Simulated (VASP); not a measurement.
Here is a VASP 6.6.1 calculation.

Contents of INCAR:

```
PREC = Accurate
ENCUT = 520
EDIFF = 1E-6
ISMEAR = -1
SIGMA = 0.1
LREAL = False
LASPH = True
NELM = 60
ALGO = Normal
ISIF = 2
LWAVE = False
LCHARG = False
GGA = PE
NBANDS = 13
```

Contents of KPOINTS:

```
Automatic mesh
0
Gamma
  19 19 18
```

POSCAR

```
Mo
1.0
    2.2775609681      0.0000000000      0.0000000000
   -1.1387804841      1.9724256570      0.0000000000
    0.0000000000      0.0000000000      2.1020725505
Mo
1
Direct
    0.0000000000      0.0000000000      0.0000000000
```

Potentials or basis: VASP PAW PBE potentials, release 64 (Mo_sv).

Run with:

```console
$ cat potpaw_PBE.64/Mo_sv/POTCAR > POTCAR
$ mpirun -np 1 vasp_std > vasp.out
```

Estimate the band gap on the k mesh.

zero (bands 7 and 8 overlap by 4.88 eV).

Predict the pressure.

389.0 GPa.

Stress tensor (GPa, compression positive):
```
387.76   0.00   0.00
  0.00 387.76   0.00
  0.00   0.00 391.57
```

Caveat: the cell stands under pressure.
